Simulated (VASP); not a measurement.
# Se (P3_121) in VASP: further runs

Runs on Se. Level: PBE. Tasks: single point.

Program: VASP 6.6.1. These are calculated values, not measurements. Logs are shortened: lines on timing, memory, paths and dates and some standing lists are left out, and cuts for length are marked.

### Step 1. The cell of the first run

The structure is trigonal, space group P3_121 (No. 152). The conventional cell has a = 4.307 Å, b = 4.307 Å, c = 4.887 Å, α = 90.00°, β = 90.00°, γ = 120.00°. Within 3.1 Å of Se (site symmetry 2) lie 2 Se at 2.34 Å.

### Step 2. Single point, PBE (26.17 Å³/atom)

Input file INCAR:

```
ALGO = Normal ; EDIFF = 1E-6
ENCUT = 520 ; GGA = PE
ISIF = 2 ; ISMEAR = -1
LASPH = True ; LCHARG = False
LREAL = False ; LWAVE = False
NBANDS = 16 ; NELM = 100
PREC = Accurate ; SIGMA = 0.03
```

Input file KPOINTS:

```
k-points
0
Gamma
  6 6 5
```

Input file POSCAR:

```
Se
1.0
    4.3071900132      0.0000000000      0.0000000000
   -2.1535950066      3.7301359704      0.0000000000
    0.0000000000      0.0000000000      4.8866512526
Se
3
Direct
    0.2254000000      0.0000000000      0.3333333333
    0.0000000000      0.2254000000      0.6666666667
    0.7746000000      0.7746000000      0.0000000000
```

Potentials or basis: VASP PAW PBE potentials, release 64 (Se).

Run with:

```console
> cat potpaw_PBE.64/Se/POTCAR > POTCAR
> mpirun -np 1 vasp_std > vasp.out
```

OUTCAR:

```text
EDIFF = 1E-6
   ENCUT = 520
   GGA = PE
   ISIF = 2
   ISMEAR = -1
   LASPH = True
   LREAL = False
   NELM = 100
   PREC = Accurate

 ion  position               nearest neighbor table
   1  0.225  0.000  0.333-   3 2.34   2 2.34
   2  0.000  0.225  0.667-   3 2.34   1 2.34
   3  0.775  0.775  0.000-   1 2.34   2 2.34

  LATTYP: Found a hexagonal cell.
 ALAT       =     4.3071900132
 C/A-ratio  =     1.1345334749

  Lattice vectors:

 A1 = (   4.3071900132,   0.0000000000,   0.0000000000)
 A2 = (  -2.1535950066,   3.7301359704,   0.0000000000)
 A3 = (   0.0000000000,   0.0000000000,   4.8866512526)

Analysis of symmetry for initial positions (statically):
=====================================================================
 Subroutine PRICEL returns:
 Original cell was already a primitive cell.

 Routine SETGRP: Setting up the symmetry group for a
 hexagonal supercell.

 Subroutine GETGRP returns: Found  6 space group operations
 (whereof  2 operations were pure point group operations)
 out of a pool of 24 trial point group operations.

The static configuration has the point symmetry C_2 .
 The point group associated with its full space group is D_3 .

Analysis of symmetry for dynamics (positions and initial velocities):
=====================================================================
 Subroutine PRICEL returns:
 Original cell was already a primitive cell.

 Routine SETGRP: Setting up the symmetry group for a
 hexagonal supercell.

 Subroutine GETGRP returns: Found  6 space group operations
 (whereof  2 operations were pure point group operations)
 out of a pool of 24 trial point group operations.

The dynamic configuration has the point symmetry C_2 .
 The point group associated with its full space group is D_3 .

 Subroutine INISYM returns: Found  6 space group operations
 (whereof  2 operations are pure point group operations),
 and found     1 'primitive' translations

----------------------------------------------------------------------------------------

                                     Primitive cell

  volume of cell :      78.5109

  direct lattice vectors                    reciprocal lattice vectors
     4.307190013  0.000000000  0.000000000     0.232169929  0.134043371  0.000000000
    -2.153595007  3.730135970  0.000000000     0.000000000  0.268086742  0.000000000
     0.000000000  0.000000000  4.886651253     0.000000000  0.000000000  0.204639118

  length of vectors
     4.307190013  4.307190013  4.886651253     0.268086742  0.268086742  0.204639118

  position of ions in fractional coordinates (direct lattice)
     0.225400000  0.000000000  0.333333333
     1.000000000  0.225400000  0.666666667
     0.774600000  0.774600000  0.000000000

  ion indices of the primitive-cell ions
   primitive index   ion index
                 1           1
                 2           2
                 3           3

----------------------------------------------------------------------------------------

 KPOINTS: k-points

Automatic generation of k-mesh.
 Grid dimensions read from file:
 generate k-points for:    6    6    5

 Generating k-lattice:

  Cartesian coordinates                     Fractional coordinates (reciprocal lattice)
     0.038694988  0.022340562  0.000000000     0.166666667 -0.000000000  0.000000000
     0.000000000  0.044681124  0.000000000     0.000000000  0.166666667  0.000000000
     0.000000000  0.000000000  0.040927824     0.000000000  0.000000000  0.200000000

  Length of vectors
     0.044681124  0.044681124  0.040927824

  Shift w.r.t. Gamma in fractional coordinates (k-lattice)
     0.000000000  0.000000000  0.000000000

 Subroutine IBZKPT returns following result:
 ===========================================

 Found     27 irreducible k-points:

 Following reciprocal coordinates:
            Coordinates               Weight
  0.000000  0.000000  0.000000      1.000000
  0.166667  0.000000  0.000000      6.000000
  0.333333  0.000000  0.000000      6.000000
  0.500000  0.000000  0.000000      3.000000
  0.166667  0.166667  0.000000      6.000000
  0.333333  0.166667  0.000000     12.000000
[... 16 lines left out ...]
  0.500000  0.000000  0.400000      6.000000
  0.166667  0.166667  0.400000     12.000000
 [... further k-points ...]
   k-points           NKPTS =     27   k-points in BZ     NKDIM =     27   number of bands    NBANDS=     16
   number of dos      NEDOS =    301   number of ions     NIONS =      3
   total plane-waves  NPLWV =  36864
   dimension x,y,z NGX =    32 NGY =   32 NGZ =   36
   dimension x,y,z NGXF=    64 NGYF=   64 NGZF=   72
   ions per type =               3
   NGX,Y,Z   is equivalent  to a cutoff of  12.35, 12.35, 12.25 a.u.
   NGXF,Y,Z  is equivalent  to a cutoff of  24.70, 24.70, 24.49 a.u.
 SYSTEM =  unknown system
   PREC   = accura    normal or accurate (medium, high low for compatibility)
   ISTART =      0    job   : 0-new  1-cont  2-samecut
   ICHARG =      2    charge: 1-file 2-atom 10-const
   ISPIN  =      1    spin polarized calculation?
   LNONCOLLINEAR =      F non collinear calculations
   LSORBIT =      F    spin-orbit coupling
   LASPH  =      T    aspherical Exc in radial PAW
   ENCUT  =  520.0 eV  38.22 Ry    6.18 a.u.   8.01  8.01  9.09*2*pi/ulx,y,z
   NELM   =    100;   NELMIN=  2; NELMDL= -5     # of ELM steps
   EDIFF  = 0.1E-05   stopping-criterion for ELM
   LREAL  =      F    real-space projection
   EDIFFG = 0.1E-04   stopping-criterion for IOM
   NSW    =      0    number of steps for IOM
   IBRION =     -1    ionic relax: 0-MD 1-quasi-New 2-CG
   NFREE  =      0    steps in history (QN), initial steepest desc. (CG)
   ISIF   =      2    stress and relaxation
   ISYM   =      2    0-nonsym 1-usesym 2-fastsym
   POTIM  = 0.5000    time-step for ionic-motion
   TEBEG  =    0.0;   TEEND  =   0.0 temperature during run
   PSTRESS=    0.0 pullay stress
   NELECT =      18.0000    total number of electrons
   NUPDOWN=      -1.0000    fix difference up-down
   EMIN   =  10.00;   EMAX   =-10.00  energy-range for DOS
   EFERMI =   0.00;   METHOD = LEGACY
   ISMEAR =    -1;   SIGMA  =   0.03  broadening in eV -4-tet -1-fermi 0-gaus
   EFERMI_NEDOS =   21; number of points for ismear=-14 and -15
   IALGO  =     38    algorithm
   IMIX   =      4    mixing-type and parameters
     AMIX     =   0.40;   BMIX     =  1.00
     AMIX_MAG =   1.60;   BMIX_MAG =  1.00
  volume/ion in A,a.u.               =      26.17       176.61
  Fermi-wavevector in a.u.,A,eV,Ry     =   1.001972  1.893453 13.659545  1.003948
  Thomas-Fermi vector in A             =   2.134429
   LORBIT       =      0    0 simple, 1 ext, 2 COOP (PROOUT), +10 PAW based schemes
   GGA     = PE    functional components
   LHFCALC =     F    Hartree Fock is set to
   AEXX    =    0.0000 exact exchange contribution
   IVDW    =     0    specifies the selected vdW correction
   LEPSILON=     F    determine dielectric tensor
   LRPA    =     F    only Hartree local field effects (RPA)
 non-spin polarized calculation
  energy-cutoff  :      520.00
  volume of cell :       78.51
 maximum number of plane-waves:      2134
   NGX = 17   NGY = 17   NGZ = 19

 number of electron      18.0000001 magnetization

 Free energy of the ion-electron system (eV)
  ---------------------------------------------------
  ext. energy  EPLUGINS =         0.00000000
  ---------------------------------------------------
  free energy    TOTEN  =       -10.38289532 eV

  energy without entropy =      -10.38289532  energy(sigma->0) =      -10.38289532

 E-fermi :   3.6649     XC(G=0):  -9.0205

 val. band max:        3.0040656991   @ k =  -0.1667   0.5000   0.4000
 cond. band min:       4.2898030171   @ k =   0.0000   0.0000   0.4000
 fundamental gap:      1.2857373180
 Fermi energy:         3.6648687604

 k-point     1 :       0.0000    0.0000    0.0000
  band No.  band energies     occupation
      1     -13.0973      2.00000
      2      -8.7386      2.00000
      3      -8.7386      2.00000
      4      -0.8592      2.00000
      5      -0.8517      2.00000
      6      -0.8517      2.00000
[... 8 lines left out ...]
     15       9.4857      0.00000
     16      11.4485      0.00000

 k-point     2 :       0.1667    0.0000    0.0000
  band No.  band energies     occupation
      1     -12.9847      2.00000
      2      -8.8427      2.00000
      3      -8.7246      2.00000
      4      -1.6536      2.00000
      5      -1.2028      2.00000
      6      -0.6255      2.00000
[... 8 lines left out ...]
     15      10.4856      0.00000
     16      11.4430      0.00000

 k-point     3 :       0.3333    0.0000    0.0000
  band No.  band energies     occupation
      1     -12.7285      2.00000
      2      -9.1105      2.00000
      3      -8.6954      2.00000
      4      -2.2067      2.00000
      5      -1.6361      2.00000
      6      -0.6822      2.00000
[... 8 lines left out ...]
     15      11.6171      0.00000
     16      12.6176      0.00000

 k-point     4 :       0.5000    0.0000    0.0000
  band No.  band energies     occupation
      1     -12.5791      2.00000
      2      -9.2797      2.00000
      3      -8.6803      2.00000
      4      -2.3223      2.00000
      5      -1.8168      2.00000
      6      -0.5390      2.00000
[... 8 lines left out ...]
     15      12.7919      0.00000
     16      12.8236      0.00000

 k-point     5 :       0.1667    0.1667    0.0000
  band No.  band energies     occupation
      1     -12.7979      2.00000
      2      -8.9953      2.00000
      3      -8.7449      2.00000
      4      -2.0302      2.00000
      5      -1.7289      2.00000
      6      -0.4715      2.00000
[... 8 lines left out ...]
     15      11.2436      0.00000
     16      11.9110      0.00000

 k-point     6 :       0.3333    0.1667    0.0000
  band No.  band energies     occupation
      1     -12.5828      2.00000
      2      -9.1758      2.00000
      3      -8.7924      2.00000
      4      -2.2352      2.00000
      5      -1.9544      2.00000
      6      -0.3630      2.00000
[... 8 lines left out ...]
     15      12.1836      0.00000
     16      12.6647      0.00000

 k-point     7 :       0.3333    0.3333    0.0000
  band No.  band energies     occupation
      1     -12.5061      2.00000
      2      -9.0329      2.00000
      3      -9.0329      2.00000
      4      -2.1361      2.00000
      5      -2.1361      2.00000
      6       0.1200      2.00000
[... 8 lines left out ...]
     15      10.8043      0.00000
     16      12.9708      0.00000

 k-point     8 :       0.0000    0.0000    0.2000
  band No.  band energies     occupation
      1     -12.8984      2.00000
      2     -10.1384      2.00000
      3      -7.3769      2.00000
      4      -1.3610      2.00000
      5      -0.7480      2.00000
      6      -0.5641      2.00000
[... 8 lines left out ...]
     15      10.2635      0.00000
     16      10.3721      0.00000

 k-point     9 :       0.1667    0.0000    0.2000
  band No.  band energies     occupation
      1     -12.7892      2.00000
      2     -10.1015      2.00000
      3      -7.5537      2.00000
      4      -1.7071      2.00000
      5      -1.2328      2.00000
      6      -0.4571      2.00000
[... 8 lines left out ...]
     15      10.4163      0.00000
     16      10.7657      0.00000
[... 172 lines left out ...]
 k-point    19 :       0.1667    0.0000    0.4000
  band No.  band energies     occupation
      1     -12.2135      2.00000
      2     -11.2901      2.00000
      3      -6.7185      2.00000
      4      -2.1076      2.00000
      5      -0.9711      2.00000
      6      -0.5327      2.00000
[... 8 lines left out ...]
     15      11.0907      0.00000
     16      11.1945      0.00000

 k-point    20 :       0.0000    0.1667    0.4000
  band No.  band energies     occupation
      1     -12.2114      2.00000
      2     -11.2944      2.00000
      3      -6.7038      2.00000
      4      -2.1478      2.00000
      5      -1.0675      2.00000
      6      -0.5433      2.00000
[... 8 lines left out ...]
     15      10.6819      0.00000
     16      11.6113      0.00000

 k-point    21 :       0.3333    0.0000    0.4000
  band No.  band energies     occupation
      1     -11.9973      2.00000
      2     -11.1161      2.00000
      3      -7.2976      2.00000
      4      -2.6280      2.00000
      5      -1.5232      2.00000
      6      -0.9601      2.00000
[... 8 lines left out ...]
     15      11.2838      0.00000
     16      11.7711      0.00000

 k-point    22 :       0.0000    0.3333    0.4000
  band No.  band energies     occupation
      1     -11.9885      2.00000
      2     -11.1341      2.00000
      3      -7.2557      2.00000
      4      -2.7540      2.00000
      5      -1.6148      2.00000
      6      -0.9239      2.00000
[... 8 lines left out ...]
     15      11.0072      0.00000
     16      12.1628      0.00000

 k-point    23 :       0.5000    0.0000    0.4000
  band No.  band energies     occupation
      1     -11.8696      2.00000
      2     -11.0328      2.00000
      3      -7.5627      2.00000
      4      -3.0003      2.00000
      5      -1.7548      2.00000
      6      -1.1163      2.00000
[... 8 lines left out ...]
     15      12.2326      0.00000
     16      12.5000      0.00000

 k-point    24 :       0.1667    0.1667    0.4000
  band No.  band energies     occupation
      1     -12.0509      2.00000
      2     -11.1697      2.00000
      3      -7.1283      2.00000
      4      -2.4919      2.00000
      5      -1.5686      2.00000
      6      -0.9335      2.00000
[... 8 lines left out ...]
     15      11.1090      0.00000
     16      11.4769      0.00000

 [... further k-points ...]

------------------------ aborting loop because EDIFF is reached ----------------------------------------

  FORCE on cell =-STRESS in cart. coord.  units (eV):
  Direction    XX          YY          ZZ          XY          YZ          ZX
  --------------------------------------------------------------------------------------
  -------------------------------------------------------------------------------------
  Total        2.2418993      2.2418993      3.8839946     -0.0000000      0.0000000      0.0000000
  in kB       45.7505839     45.7505839     79.2609294     -0.0000000      0.0000000      0.0000000
  external PRESSURE =      56.9206990 kB  Pullay stress =       0.0000000 kB

 VOLUME and BASIS-vectors are now :
 -----------------------------------------------------------------------------
  energy-cutoff  :      520.00
  volume of cell :       78.51
      direct lattice vectors                 reciprocal lattice vectors
     4.307190013  0.000000000  0.000000000     0.232169929  0.134043371  0.000000000
    -2.153595007  3.730135970  0.000000000     0.000000000  0.268086742  0.000000000
     0.000000000  0.000000000  4.886651253     0.000000000  0.000000000  0.204639118

 POSITION                                       TOTAL-FORCE (eV/Angst)
 -----------------------------------------------------------------------------------
      0.97084      0.00000      1.62888         0.888515      0.000000     -0.000000
     -0.48542      0.84077      3.25777        -0.444258      0.769477      0.000000
      1.66817      2.88936      0.00000        -0.444258     -0.769477     -0.000000
 -----------------------------------------------------------------------------------
    total drift:                               -0.000000     -0.000000     -0.000000

  FREE ENERGIE OF THE ION-ELECTRON SYSTEM (eV)
  ---------------------------------------------------
  free  energy   TOTEN  =       -10.3828953178 eV

  energy  without entropy=      -10.3828953178  energy(sigma->0) =      -10.38289532
```

Wall time 9.8 s (1 thread of Intel Xeon 6975P-C (Granite Rapids), shared host); peak memory 0.18 GiB.

Results:

```
Free energy            : -10.3829 eV
Pressure               : 5.7 GPa
Largest force          : 0.889 eV/Å
Band gap on the k mesh : 1.29 eV (least direct gap 1.59 eV)
```

Forces on the atoms (eV/Å):
```
Se   0.889  0.000  0.000
Se  -0.444  0.769  0.000
Se  -0.444 -0.769  0.000
```

Stress tensor (GPa, compression positive):
```
4.58 0.00 0.00
0.00 4.58 0.00
0.00 0.00 7.93
```

Caveat: the cell stands under pressure; an odd mesh through Γ misses points on the zone boundary, where band edges can lie.

(Continued in part 2 of 2.)
